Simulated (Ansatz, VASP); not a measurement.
Two plane-wave programs on SiC

POSCAR

```
SiC
1.0
    0.0000000000      2.0000800000      2.0870400000
    2.0000800000      0.0000000000      2.0870400000
    2.0000800000      2.0000800000      0.0000000000
Si C
1 1
Direct
    0.0000000000      0.0000000000      0.0000000000
    0.7500000000      0.7500000000      0.7500000000
```

The input INCAR.step1:

```
SYSTEM = SiC
PREC = Accurate
ENCUT = 520
ISMEAR = 0
SIGMA = 0.05
LREAL = .FALSE.
LASPH = .TRUE.
NELM = 100
NBANDS = 11
GGA = PE
ALGO = Normal
EDIFF = 1E-4
LWAVE = .TRUE.
LCHARG = .FALSE.
```

INCAR.step2

```
SYSTEM = SiC
PREC = Accurate
ENCUT = 520
EDIFF = 1E-6
ISMEAR = 0
SIGMA = 0.05
LREAL = .FALSE.
LASPH = .TRUE.
NELM = 100
ALGO = Normal
ISIF = 2
LWAVE = .FALSE.
LCHARG = .FALSE.
METAGGA = R2SCAN
LMIXTAU = .TRUE.
NBANDS = 11
ISTART = 1
```

The input KPOINTS:

```
regular mesh
0
G
  12 12 12
  0 0 0
```

Input for Ansatz:

```yaml
crystal:
  lattice:
    - [0.0, 2.00008, 2.08704]
    - [2.00008, 0.0, 2.08704]
    - [2.00008, 2.00008, 0.0]
  atoms:
    - { symbol: Si, position: [0.0, 0.0, 0.0] }
    - { symbol: C, position: [0.75, 0.75, 0.75] }
basis:
  ecutwfc: 500
kpoints:
  mp_grid: { grid: [12, 12, 12] }
hamiltonian:
  xc: r2scan
scf:
  occupations: { method: gaussian, width: 0.05 }
output:
  forces: true
  stress: true
  eigenvalues: true
```

Change from the starting cell: strain -0.080 along x and y, -0.040 along z, atoms carried along.

Alike in both runs: task single point; functional r2SCAN; k mesh 12 × 12 × 12; occupations gaussian, width 0.05 eV; no spin polarisation.

```csv
,VASP,Ansatz
version,VASP 6.6.1,Ansatz 0.2.0
potentials or method,"VASP PAW PBE potentials, release 64 (Si, C), cutoff 520 eV","scalar-relativistic, plane waves, PAW"
valence electrons in the cell,8,8
```

Ansatz gave:

```
gap on the k mesh at the Fermi level (eV)                     : 1.26
least direct gap on the mesh (eV)                             : 5.22
pressure (GPa)                                                : 72.4
traceless stress, the component that is largest in VASP (GPa) : -8.72
```

Task: Estimate VASP's values.

Result: gap on the k mesh at the Fermi level (eV): 1.28; least direct gap on the mesh (eV): 5.24; pressure (GPa): 71.9; traceless stress, the component that is largest in VASP (GPa): -8.80.

VASP's potentials were made for PBE, not for r2SCAN. Both programs put the cell under a high pressure, so it lies far from rest at this level.

Noted on VASP's run: the cell as given lies far from equilibrium.
